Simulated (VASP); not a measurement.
Input of a VASP 6.6.1 run:

File INCAR:

```
PREC = Accurate
ENCUT = 520
EDIFF = 1E-6
ISMEAR = 0
SIGMA = 0.2
LREAL = False
LASPH = True
NELM = 80
ALGO = Normal
ISIF = 2
LWAVE = False
LCHARG = False
GGA = PE
NBANDS = 36
```

File KPOINTS:

```
regular mesh
0
Gamma
  6 6 6
```

Contents of POSCAR:

```
Al4NiPd3
1.0
   -3.0373203000      3.0373203000      3.0373203000
    3.0373203000     -3.0373203000      3.0373203000
    3.0373203000      3.0373203000     -3.0373203000
Al Ni Pd
4 1 3
Direct
    0.5000000000      0.5000000000      0.5000000000
    0.0000000000      0.5000000000      1.0000000000
    0.5000000000      0.0000000000      0.0000000000
    1.0000000000      1.0000000000      0.5000000000
    0.0000000000      0.0000000000      0.0000000000
    0.5000000000      0.0000000000      0.5000000000
    0.0000000000      0.5000000000      0.5000000000
    0.5000000000      0.5000000000      0.0000000000
```

Potentials or basis: VASP PAW PBE potentials, release 64 (Al, Ni, Pd).

The run is started by

```sh
$ cat potpaw_PBE.64/Al/POTCAR potpaw_PBE.64/Ni/POTCAR potpaw_PBE.64/Pd/POTCAR > POTCAR
$ mpirun -np 1 vasp_std > vasp.out
```

(1) Predict the pressure.

(2) Estimate the band gap on the k mesh.

## Answers

(1) -0.1 GPa.

(2) zero (bands 26 and 27 overlap by 2.47 eV).
